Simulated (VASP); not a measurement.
# WSe2 (P1) in VASP: further runs

The runs below take WSe2 through single point, with r2SCAN.

Everything below comes from runs of VASP 6.6.1. Logs are shortened: lines on timing, memory, paths and dates and some standing lists are left out, and cuts for length are marked.

### Step 1. The cell of the first run

The typed cell holds 3 atoms: a = 6.860 Å, b = 6.860 Å, c = 6.860 Å, α = 27.89°, β = 27.89°, γ = 27.89°.

### Step 2. Single point, r2SCAN

Input file POSCAR:

```
WSe2
1.0
    1.6535320000      0.9546670000      6.5894430000
   -1.6535320000      0.9546670000      6.5894430000
    0.0000000000     -1.9093340000      6.5894430000
W Se
1 2
Direct
   -0.0007257336      0.0007819482      0.0012845664
    0.4213583875      0.4172302545      0.4117812300
    0.2445329498      0.2500786543      0.2516979095
```

Input file INCAR.step1:

```
PREC = Accurate ; ENCUT = 520
ISMEAR = -1 ; SIGMA = 0.026
LREAL = F ; LASPH = T
NELM = 80 ; NBANDS = 20
GGA = PE ; ALGO = Normal
EDIFF = 1E-4 ; LWAVE = T
LCHARG = F
```

Input file INCAR.step2:

```
PREC = Accurate ; ENCUT = 520
EDIFF = 1E-7 ; ISMEAR = -1
SIGMA = 0.026 ; LREAL = F
LASPH = T ; NELM = 80
ALGO = Normal ; ISIF = 2
LWAVE = F ; LCHARG = F
METAGGA = R2SCAN ; LMIXTAU = T
NBANDS = 20 ; ISTART = 1
```

Input file KPOINTS:

```
Automatic mesh
0
Gamma
  4 4 4
```

Potentials or basis: VASP PAW PBE potentials, release 64 (W_sv, Se).

Launch:

```
$ cat potpaw_PBE.64/W_sv/POTCAR potpaw_PBE.64/Se/POTCAR > POTCAR
$ cp INCAR.step1 INCAR
$ mpirun -np 1 vasp_std > vasp.out
$ cp INCAR.step2 INCAR
$ mpirun -np 1 vasp_std > vasp.out
```

OUTCAR:

```text
PREC = Accurate
   ENCUT = 520
   EDIFF = 1E-7
   ISMEAR = -1
   LREAL = F
   LASPH = T
   NELM = 80
   ISIF = 2
   METAGGA = R2SCAN
   ISTART = 1

 ion  position               nearest neighbor table
   1  0.999  0.001  0.001-   2 2.51   2 2.52   2 2.53   3 2.54   3 2.54   3 2.55
   2  0.421  0.417  0.412-   1 2.51   1 2.52   1 2.53
   3  0.245  0.250  0.252-   1 2.54   1 2.54   1 2.55

  LATTYP: Found a trigonal (rhomboedric) cell.
 ALAT       =     6.8604895019
 COS(alpha) =     0.8838163555

  Lattice vectors:

 A1 = (   1.6535320000,   0.9546670000,   6.5894430000)
 A2 = (  -1.6535320000,   0.9546670000,   6.5894430000)
 A3 = (   0.0000000000,  -1.9093340000,   6.5894430000)

Analysis of symmetry for initial positions (statically):
=====================================================================
 Subroutine PRICEL returns:
 Original cell was already a primitive cell.

 Routine SETGRP: Setting up the symmetry group for a
 trigonal (rhombohedral) supercell.

 Subroutine GETGRP returns: Found  1 space group operations
 (whereof  1 operations were pure point group operations)
 out of a pool of 12 trial point group operations.

The static configuration has the point symmetry C_1 .

Analysis of symmetry for dynamics (positions and initial velocities):
=====================================================================
 Subroutine PRICEL returns:
 Original cell was already a primitive cell.

 Routine SETGRP: Setting up the symmetry group for a
 trigonal (rhombohedral) supercell.

 Subroutine GETGRP returns: Found  1 space group operations
 (whereof  1 operations were pure point group operations)
 out of a pool of 12 trial point group operations.

The dynamic configuration has the point symmetry C_1 .

 Subroutine INISYM returns: Found  1 space group operations
 (whereof  1 operations are pure point group operations),
 and found     1 'primitive' translations

----------------------------------------------------------------------------------------

                                     Primitive cell

  volume of cell :      62.4115

  direct lattice vectors                    reciprocal lattice vectors
     1.653532000  0.954667000  6.589443000     0.302383020  0.174580945  0.050585965
    -1.653532000  0.954667000  6.589443000    -0.302383020  0.174580945  0.050585965
     0.000000000 -1.909334000  6.589443000     0.000000000 -0.349161889  0.050585965

  length of vectors
     6.860489502  6.860489502  6.860489441     0.352807223  0.352807223  0.352807263

  position of ions in fractional coordinates (direct lattice)
     0.999274266  0.000781948  0.001284566
     0.421358387  0.417230254  0.411781230
     0.244532950  0.250078654  0.251697910

  ion indices of the primitive-cell ions
   primitive index   ion index
                 1           1
                 2           2
                 3           3

----------------------------------------------------------------------------------------

 KPOINTS: Automatic mesh

Automatic generation of k-mesh.
 Grid dimensions read from file:
 generate k-points for:    4    4    4

 Generating k-lattice:

  Cartesian coordinates                     Fractional coordinates (reciprocal lattice)
     0.075595755  0.043645236  0.012646491     0.250000000  0.000000000  0.000000000
    -0.075595755  0.043645236  0.012646491     0.000000000  0.250000000  0.000000000
     0.000000000 -0.087290472  0.012646491     0.000000000  0.000000000  0.250000000

  Length of vectors
     0.088201806  0.088201806  0.088201816

  Shift w.r.t. Gamma in fractional coordinates (k-lattice)
     0.000000000  0.000000000  0.000000000

 Subroutine IBZKPT returns following result:
 ===========================================

 Found     36 irreducible k-points:

 Following reciprocal coordinates:
            Coordinates               Weight
  0.000000  0.000000  0.000000      1.000000
  0.250000  0.000000  0.000000      2.000000
  0.000000  0.250000  0.000000      2.000000
  0.000000  0.000000  0.250000      2.000000
  0.500000  0.000000  0.000000      1.000000
  0.000000  0.500000  0.000000      1.000000
[... 16 lines left out ...]
  0.250000  0.250000  0.250000      2.000000
  0.500000  0.250000  0.250000      2.000000
 [... further k-points ...]
   k-points           NKPTS =     36   k-points in BZ     NKDIM =     36   number of bands    NBANDS=     20
   number of dos      NEDOS =    301   number of ions     NIONS =      3
   total plane-waves  NPLWV = 157464
   dimension x,y,z NGX =    54 NGY =   54 NGZ =   54
   dimension x,y,z NGXF=   108 NGYF=  108 NGZF=  108
   ions per type =               1   2
   NGX,Y,Z   is equivalent  to a cutoff of  13.09, 13.09, 13.09 a.u.
   NGXF,Y,Z  is equivalent  to a cutoff of  26.17, 26.17, 26.17 a.u.
 SYSTEM =  unknown system
   PREC   = accura    normal or accurate (medium, high low for compatibility)
   ISTART =      1    job   : 0-new  1-cont  2-samecut
[... 43 lines left out ...]
   NGX = 25   NGY = 25   NGZ = 25

 number of electron      26.0000001 magnetization

 Free energy of the ion-electron system (eV)
  ---------------------------------------------------
  ext. energy  EPLUGINS =         0.00000000
  ---------------------------------------------------
  free energy    TOTEN  =       -81.82141969 eV

  energy without entropy =      -81.82141969  energy(sigma->0) =      -81.82141969

 E-fermi :   6.5746     XC(G=0): -11.2220

 val. band max:        5.8302103296   @ k =   0.5000   0.5000   0.5000
 cond. band min:       7.3305837090   @ k =   0.0000   0.0000   0.2500
 fundamental gap:      1.5003733793
 Fermi energy:         6.5745876060

 k-point     1 :       0.0000    0.0000    0.0000
  band No.  band energies     occupation
      1     -70.4976      2.00000
      2     -34.0862      2.00000
      3     -33.9761      2.00000
      4     -33.9742      2.00000
      5     -10.0775      2.00000
      6      -8.4462      2.00000
[... 12 lines left out ...]
     19      14.2074      0.00000
     20      14.3941      0.00000

 k-point     2 :       0.2500    0.0000    0.0000
  band No.  band energies     occupation
      1     -70.4921      2.00000
      2     -34.0958      2.00000
      3     -34.0625      2.00000
      4     -34.0026      2.00000
      5      -9.1822      2.00000
      6      -8.0753      2.00000
[... 12 lines left out ...]
     19      14.1997      0.00000
     20      14.7724      0.00000

 k-point     3 :       0.0000    0.2500    0.0000
  band No.  band energies     occupation
      1     -70.4921      2.00000
      2     -34.0951      2.00000
      3     -34.0625      2.00000
      4     -34.0031      2.00000
      5      -9.1829      2.00000
      6      -8.0742      2.00000
[... 12 lines left out ...]
     19      14.1872      0.00000
     20      14.7858      0.00000

 k-point     4 :       0.0000    0.0000    0.2500
  band No.  band energies     occupation
      1     -70.4921      2.00000
      2     -34.0938      2.00000
      3     -34.0626      2.00000
      4     -34.0042      2.00000
      5      -9.1849      2.00000
      6      -8.0714      2.00000
[... 12 lines left out ...]
     19      14.1787      0.00000
     20      14.7951      0.00000

 k-point     5 :       0.5000    0.0000    0.0000
  band No.  band energies     occupation
      1     -70.4866      2.00000
      2     -34.2130      2.00000
      3     -34.0388      2.00000
      4     -34.0306      2.00000
      5      -7.9727      2.00000
      6      -7.6176      2.00000
[... 12 lines left out ...]
     19      12.6521      0.00000
     20      13.1626      0.00000
[... 353 lines left out ...]
      6      -7.6976      2.00000
[... 12 lines left out ...]
     19      12.7766      0.00000
     20      14.1290      0.00000

 k-point    22 :       0.0000    0.5000    0.5000
  band No.  band energies     occupation
      1     -70.4865      2.00000
      2     -34.2130      2.00000
      3     -34.0388      2.00000
      4     -34.0306      2.00000
      5      -7.9052      2.00000
      6      -7.6964      2.00000
[... 12 lines left out ...]
     19      12.7545      0.00000
     20      14.1327      0.00000

 k-point    23 :       0.2500    0.2500    0.2500
  band No.  band energies     occupation
      1     -70.4976      2.00000
      2     -34.0862      2.00000
      3     -33.9761      2.00000
      4     -33.9742      2.00000
      5      -9.9907      2.00000
      6      -8.6052      2.00000
[... 12 lines left out ...]
     19      14.3434      0.00000
     20      14.9269      0.00000

 k-point    24 :       0.5000    0.2500    0.2500
  band No.  band energies     occupation
      1     -70.4921      2.00000
      2     -34.0958      2.00000
      3     -34.0625      2.00000
      4     -34.0026      2.00000
      5      -9.0685      2.00000
      6      -8.2419      2.00000
[... 12 lines left out ...]
     19      14.3693      0.00000
     20      15.0099      0.00000

 [... further k-points ...]

------------------------ aborting loop because EDIFF is reached ----------------------------------------

  FORCE on cell =-STRESS in cart. coord.  units (eV):
  Direction    XX          YY          ZZ          XY          YZ          ZX
  --------------------------------------------------------------------------------------
  -------------------------------------------------------------------------------------
  Total        0.4948454      0.3932364      0.5518295      0.0187732     -0.3305125     -0.2343630
  in kB       12.7032729     10.0948497     14.1661245      0.4819294     -8.4846501     -6.0163779
  external PRESSURE =      12.3214157 kB  Pullay stress =       0.0000000 kB

 VOLUME and BASIS-vectors are now :
 -----------------------------------------------------------------------------
  energy-cutoff  :      520.00
  volume of cell :       62.41
      direct lattice vectors                 reciprocal lattice vectors
     1.653532000  0.954667000  6.589443000     0.302383020  0.174580945  0.050585965
    -1.653532000  0.954667000  6.589443000    -0.302383020  0.174580945  0.050585965
     0.000000000 -1.909334000  6.589443000     0.000000000 -0.349161889  0.050585965

 POSITION                                       TOTAL-FORCE (eV/Angst)
 -----------------------------------------------------------------------------------
      1.65104      0.95227      6.59828         0.035330      0.113430     -0.603735
      0.00683      0.01435      8.23924        -0.091751     -0.161365      0.303986
     -0.00917     -0.00839      4.91776         0.056421      0.047935      0.299750
 -----------------------------------------------------------------------------------
    total drift:                                0.000003      0.000006     -0.000081

  FREE ENERGIE OF THE ION-ELECTRON SYSTEM (eV)
  ---------------------------------------------------
  free  energy   TOTEN  =       -81.8214196899 eV

  energy  without entropy=      -81.8214196899  energy(sigma->0) =      -81.82141969
```

Run time: 11 min. Hardware: 1 thread of Intel Xeon 6975P-C, shared host; peak memory 0.45 GiB.

Results:

```
Free energy            : -81.8214 eV
Pressure               : 1.2 GPa
Largest force          : 0.615 eV/Å
Band gap on the k mesh : 1.50 eV, indirect (least direct gap 2.39 eV)
```

Forces in eV/Å, atoms in the order of the input:
```
W    0.035  0.113 -0.604
Se  -0.092 -0.161  0.304
Se   0.056  0.048  0.300
```

Caveat: the k points lie up to 0.55 Å⁻¹ apart; the PAW data sets were made with another functional, which shifts forces and pressure a little; spin-orbit coupling is left out, which moves the levels of the heavy elements.

### Step 3. Single point, r2SCAN

This run uses another cell than the first one, of 21.03 Å³/atom, 1.011 times its volume.

Input file POSCAR:

```
WSe2
1.0
    1.6595820000      0.9581600000      6.6135550000
   -1.6595820000      0.9581600000      6.6135550000
    0.0000000000     -1.9163210000      6.6135550000
W Se
1 2
Direct
   -0.0012465750      0.0017192321      0.0017423392
    0.4240622593      0.4170695347      0.4066520378
    0.2386755710      0.2512094500      0.2554207942
```

Input file INCAR.step1:

```
SYSTEM = WSe2
ALGO     = Normal         ! electronic algorithm
EDIFF    = 1E-4           ! SCF threshold, eV
ENCUT    = 520            ! plane-wave cutoff, eV
GGA      = PE             ! functional
ISMEAR   = -1             ! smearing method
LASPH    = .True.         ! aspherical terms in the spheres
LCHARG   = .False.        ! write CHGCAR
LREAL    = .False.        ! projectors in reciprocal space
LWAVE    = .True.         ! write WAVECAR
NBANDS   = 20             ! bands
NELM     = 80             ! most SCF steps
PREC     = Accurate       ! precision mode
SIGMA    = 0.026          ! smearing width, eV
```

Input file INCAR.step2:

```
SYSTEM = WSe2
ALGO     = Normal         ! electronic algorithm
EDIFF    = 1E-6           ! SCF threshold, eV
ENCUT    = 520            ! plane-wave cutoff, eV
ISIF     = 2              ! what is computed and relaxed
ISMEAR   = -1             ! smearing method
ISTART   = 1            
LASPH    = .True.         ! aspherical terms in the spheres
LCHARG   = .False.        ! write CHGCAR
LMIXTAU  = .True.       
LREAL    = .False.        ! projectors in reciprocal space
LWAVE    = .False.        ! write WAVECAR
METAGGA  = R2SCAN         ! meta-GGA
NBANDS   = 20             ! bands
NELM     = 80             ! most SCF steps
PREC     = Accurate       ! precision mode
SIGMA    = 0.026          ! smearing width, eV
```

Input file KPOINTS:

```
k-points
0
Gamma
  4 4 4
  0 0 0
```

Potentials or basis: VASP PAW PBE potentials, release 64 (W_sv, Se).

Launch:

```
$ cat potpaw_PBE.64/W_sv/POTCAR potpaw_PBE.64/Se/POTCAR > POTCAR
$ cp INCAR.step1 INCAR
$ mpirun -np 1 vasp_std > vasp.out
$ cp INCAR.step2 INCAR
$ mpirun -np 1 vasp_std > vasp.out
```

Run time: 11 min. Hardware: 1 thread of Intel Xeon 6975P-C, shared host; peak memory 0.45 GiB.

Results (log left out):

```
Free energy            : -81.8042 eV
Pressure               : 0.3 GPa
Largest force          : 1.119 eV/Å
Band gap on the k mesh : 1.48 eV, indirect (least direct gap 2.37 eV)
```

Forces in eV/Å, atoms in the order of the input:
```
W    0.043  0.151 -1.108
Se  -0.169 -0.286  0.496
Se   0.126  0.135  0.611
```

Stress tensor (GPa, compression positive):
```
 0.28  0.09 -1.18
 0.09 -0.16 -1.69
-1.18 -1.69  0.65
```

Levels at points of the mesh, in eV from the valence-band top:
```tsv
k point	band 10	band 11	band 12	band 13	band 14	band 15	band 16	band 17
(0.00, 0.00, 0.00)	-1.79	-1.74	-1.41	-0.93	2.59	2.62	2.95	3.00
(0.50, 0.00, 0.00)	-3.60	-2.41	-1.47	-1.39	2.14	2.40	3.59	4.01
(0.00, 0.50, 0.00)	-3.61	-2.37	-1.46	-1.39	2.14	2.40	3.65	4.02
(0.00, 0.00, 0.50)	-3.63	-2.33	-1.43	-1.40	2.15	2.40	3.70	4.02
(0.50, 0.50, 0.00)	-3.56	-2.91	-1.58	-1.31	2.11	2.58	3.31	4.46
(0.50, 0.00, 0.50)	-3.54	-2.90	-1.58	-1.33	2.11	2.58	3.35	4.42
(0.00, 0.50, 0.50)	-3.53	-2.85	-1.58	-1.35	2.10	2.57	3.38	4.44
(0.50, 0.50, 0.50)	-2.95	-1.75	-1.70	0.00	2.59	2.65	2.87	2.97
```

Caveat: the k points lie up to 0.55 Å⁻¹ apart; the PAW data sets were made with another functional, which shifts forces and pressure a little; spin-orbit coupling is left out, which moves the levels of the heavy elements. r2SCAN opens gaps a little over a GGA but as a rule still falls short of measured ones.

### Step 4. Single point, r2SCAN

This run uses another cell than the first one, of 21.23 Å³/atom, 1.021 times its volume.

Input file POSCAR:

```
WSe2
1.0
    1.6647960000      0.9611700000      6.6343310000
   -1.6647960000      0.9611700000      6.6343310000
    0.0000000000     -1.9223410000      6.6343310000
W Se
1 2
Direct
   -0.0016516147      0.0023831139      0.0021130981
    0.4279037924      0.4157419419      0.4027427862
    0.2336975663      0.2522055396      0.2588440284
```

Input file INCAR.step1:

```
SYSTEM = WSe2
PREC     = Accurate       ! precision mode
ENCUT    = 520            ! plane-wave cutoff, eV
ISMEAR   = -1             ! smearing method
SIGMA    = 0.026          ! smearing width, eV
LREAL    = .False.        ! projectors in reciprocal space
LASPH    = .True.         ! aspherical terms in the spheres
NELM     = 80             ! most SCF steps
NBANDS   = 20             ! bands
GGA      = PE             ! functional
ALGO     = Normal         ! electronic algorithm
EDIFF    = 1E-4           ! SCF threshold, eV
LWAVE    = .True.         ! write WAVECAR
LCHARG   = .False.        ! write CHGCAR
```

Input file INCAR.step2:

```
SYSTEM = WSe2
PREC     = Accurate       ! precision mode
ENCUT    = 520            ! plane-wave cutoff, eV
EDIFF    = 1E-6           ! SCF threshold, eV
ISMEAR   = -1             ! smearing method
SIGMA    = 0.026          ! smearing width, eV
LREAL    = .False.        ! projectors in reciprocal space
LASPH    = .True.         ! aspherical terms in the spheres
NELM     = 80             ! most SCF steps
ALGO     = Normal         ! electronic algorithm
ISIF     = 2              ! what is computed and relaxed
LWAVE    = .False.        ! write WAVECAR
LCHARG   = .True.         ! write CHGCAR
METAGGA  = R2SCAN         ! meta-GGA
LMIXTAU  = .True.       
LELF     = .True.         ! ELF
LVHAR    = .True.       
NBANDS   = 20             ! bands
ISTART   = 1
```

Input file KPOINTS:

```
Automatic mesh
0
Gamma
  4 4 4
  0 0 0
```

Launch:

```
$ cat potpaw_PBE.64/W_sv/POTCAR potpaw_PBE.64/Se/POTCAR > POTCAR
$ cp INCAR.step1 INCAR
$ mpirun -np 1 vasp_std > vasp.out
$ cp INCAR.step2 INCAR
$ mpirun -np 1 vasp_std > vasp.out
```

Run time: 10 min. Hardware: 1 thread of Intel Xeon 6975P-C, shared host; peak memory 0.45 GiB.

It converged, with:

| Item | Value |
| --- | --- |
| Free energy | -81.7820 eV |
| Pressure | -0.7 GPa |
| Largest force | 1.412 eV/Å |
| Band gap on the k mesh | 1.45 eV, indirect (least direct gap 2.34 eV) |

Forces in eV/Å, atoms in the order of the input:
```
W    0.102  0.181 -1.397
Se  -0.281 -0.388  0.564
Se   0.179  0.207  0.833
```

Stress tensor (GPa, compression positive):
```
-0.60  0.18 -1.83
 0.18 -1.21 -2.37
-1.83 -2.37 -0.19
```

Levels at points of the mesh, in eV from the valence-band top:
| k point | band 10 | band 11 | band 12 | band 13 | band 14 | band 15 | band 16 | band 17 |
| --- | --- | --- | --- | --- | --- | --- | --- | --- |
| (0.00, 0.00, 0.00) | -1.79 | -1.73 | -1.45 | -0.87 | 2.52 | 2.58 | 2.91 | 3.00 |
| (0.50, 0.00, 0.00) | -3.59 | -2.42 | -1.46 | -1.40 | 2.09 | 2.36 | 3.50 | 3.97 |
| (0.00, 0.50, 0.00) | -3.60 | -2.36 | -1.45 | -1.39 | 2.10 | 2.36 | 3.59 | 3.98 |
| (0.00, 0.00, 0.50) | -3.63 | -2.32 | -1.41 | -1.40 | 2.10 | 2.36 | 3.66 | 3.99 |
| (0.50, 0.50, 0.00) | -3.56 | -2.91 | -1.58 | -1.29 | 2.07 | 2.54 | 3.26 | 4.40 |
| (0.50, 0.00, 0.50) | -3.53 | -2.88 | -1.58 | -1.32 | 2.06 | 2.54 | 3.31 | 4.34 |
| (0.00, 0.50, 0.50) | -3.52 | -2.82 | -1.59 | -1.35 | 2.06 | 2.53 | 3.35 | 4.38 |
| (0.50, 0.50, 0.50) | -2.95 | -1.75 | -1.70 | 0.00 | 2.50 | 2.60 | 2.84 | 2.99 |

Caveat: the k points lie up to 0.55 Å⁻¹ apart; the PAW data sets were made with another functional, which shifts forces and pressure a little; spin-orbit coupling is left out, which moves the levels of the heavy elements. r2SCAN opens gaps a little over a GGA but as a rule still falls short of measured ones.

### Step 5. Summary

```csv
cell,gap on the mesh (eV),pressure (GPa),largest force (eV/Å)
"a = 6.860 Å, angles 27.9°, 3 atoms",1.50,1.2,0.62
"a = 6.886 Å, angles 27.9°, 3 atoms",1.48,0.3,1.12
"a = 6.907 Å, angles 27.9°, 3 atoms",1.45,-0.7,1.41
```

Alike in all rows: task single point; level r2SCAN; potentials or basis VASP PAW PBE potentials, release 64 (W_sv, Se); no spin polarisation; k mesh 4 × 4 × 4; cutoff (eV) 520; smearing fermi-dirac 0.026 eV.

Caveats: all runs use coarse meshes; the PAW data sets were made with another functional, which shifts forces and pressure a little; spin-orbit coupling is left out, which moves the levels of the heavy elements.

Absolute energies hang on the potentials; compare differences alone.
